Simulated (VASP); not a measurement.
Wanted: the native input for a VASP 6.6.1 run.

```
Task                   : electric field gradients
Functional             : r2SCAN
Potentials or basis    : VASP PAW PBE potentials, release 64 (C)
Cutoff                 : 520 eV
k mesh                 : 15 × 15 × 5
Occupations            : fermi-dirac, width 0.05 eV
Spin                   : no spin polarisation
Dipole correction      : no
Further INCAR settings : ALGO = Normal; EDIFF = 1e-08; NBANDS = 16
```

Crystal: C.

```
C
1.0
     2.47000    0.00000    0.00000
    -1.23500    2.13908    0.00000
     0.00000    0.00000    6.79000
C
4
Direct
  0.00000 0.00000 0.00250
  0.00000 0.00000 0.50250
  0.33333 0.66667 0.00250
  0.66667 0.33333 0.50250
```

One way to write it, as run:

POSCAR

```
C
1.0
    2.4700000000      0.0000000000      0.0000000000
   -1.2350000000      2.1390827473      0.0000000000
    0.0000000000      0.0000000000      6.7900000000
C
4
Direct
    0.0000000000      0.0000000000      0.0024974403
    0.0000000000      0.0000000000      0.5024974403
    0.3333333333      0.6666666667      0.0025025597
    0.6666666667      0.3333333333      0.5025025597
```

INCAR.step1

```
SYSTEM = C
PREC = Accurate
ENCUT = 520
ISMEAR = -1
SIGMA = 0.05
LREAL = .False.
LASPH = .True.
NELM = 80
NBANDS = 16
GGA = PE
ALGO = Normal
EDIFF = 1E-4
LWAVE = .True.
LCHARG = .False.
```

INCAR.step2

```
SYSTEM = C
PREC = Accurate
ENCUT = 520
EDIFF = 1E-8
ISMEAR = -1
SIGMA = 0.05
LREAL = .False.
LASPH = .True.
NELM = 80
ALGO = Normal
ISIF = 2
LWAVE = .False.
LCHARG = .False.
METAGGA = R2SCAN
LMIXTAU = .True.
LEFG = .True.
NBANDS = 16
ISTART = 1
```

KPOINTS

```
regular mesh
0
Gamma
  15 15 5
  0 0 0
```

Potentials or basis: VASP PAW PBE potentials, release 64 (C).

Launch:

```console
$ cat potpaw_PBE.64/C/POTCAR > POTCAR
$ cp INCAR.step1 INCAR
$ mpirun -np 1 vasp_std > vasp.out
$ cp INCAR.step2 INCAR
$ mpirun -np 1 vasp_std > vasp.out
```

It gave:

* Pressure: -3.8 GPa
* Band gap on the k mesh: zero (bands 8 and 9 overlap by 0.03 eV)
* Largest electric field gradient by atom: C +32.3, +30.3 (each value once) V/Å²

Caveat: the cell stands under tension; without QUAD_EFG the Cq values of the log hold for a quadrupole moment of 1 mb, not for the nuclei; the PAW data sets were made with another functional, which shifts forces and pressure a little.

Wall time 2.2 min on 1 thread of AMD EPYC 7R13 Processor (Zen 3), on a shared host, peak memory 0.13 GiB.
